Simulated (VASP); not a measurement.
A run of VASP 6.6.1 is set up as follows.

INCAR

```
SYSTEM = TaN
ALGO     = Normal         ! electronic algorithm
EDIFF    = 1E-7           ! SCF threshold, eV
ENCUT    = 520            ! plane-wave cutoff, eV
GGA      = PS             ! functional
ISIF     = 2              ! what is computed and relaxed
ISMEAR   = 0              ! smearing method
LASPH    = .TRUE.         ! aspherical terms in the spheres
LCHARG   = .TRUE.         ! write CHGCAR
LELF     = .TRUE.         ! ELF
LREAL    = .FALSE.        ! projectors in reciprocal space
LVHAR    = .TRUE.       
LWAVE    = .FALSE.        ! write WAVECAR
NBANDS   = 15             ! bands
NELM     = 100            ! most SCF steps
PREC     = Accurate       ! precision mode
SIGMA    = 0.15           ! smearing width, eV
```

The input KPOINTS:

```
k-points
0
G
  20 20 20
  0 0 0
```

Contents of POSCAR:

```
TaN
1.0
    0.0000000000      1.9965312527      2.5954906285
    1.9965312527      0.0000000000      2.5954906285
    1.9965312527      1.9965312527      0.0000000000
Ta N
1 1
Direct
    0.5000000000      0.5000000000      0.5000000000
    0.0000000000      0.0000000000      0.0000000000
```

Potentials or basis: VASP PAW PBE potentials, release 64 (Ta_pv, N).

The run is started by

```bash
$ cat potpaw_PBE.64/Ta_pv/POTCAR potpaw_PBE.64/N/POTCAR > POTCAR
$ mpirun -np 1 vasp_std > vasp.out
```

Predict the band gap on the k mesh.

zero (bands 8 and 9 overlap by 5.69 eV).

Predict the pressure.

56.7 GPa.

Stress tensor (GPa, compression positive):
```
90.02  0.00  0.00
 0.00 90.02  0.00
 0.00  0.00 -9.95
```

Caveat: the cell stands under pressure; the PAW data sets were made with another functional, which shifts forces and pressure a little; spin-orbit coupling is left out, which moves the levels of the heavy elements.
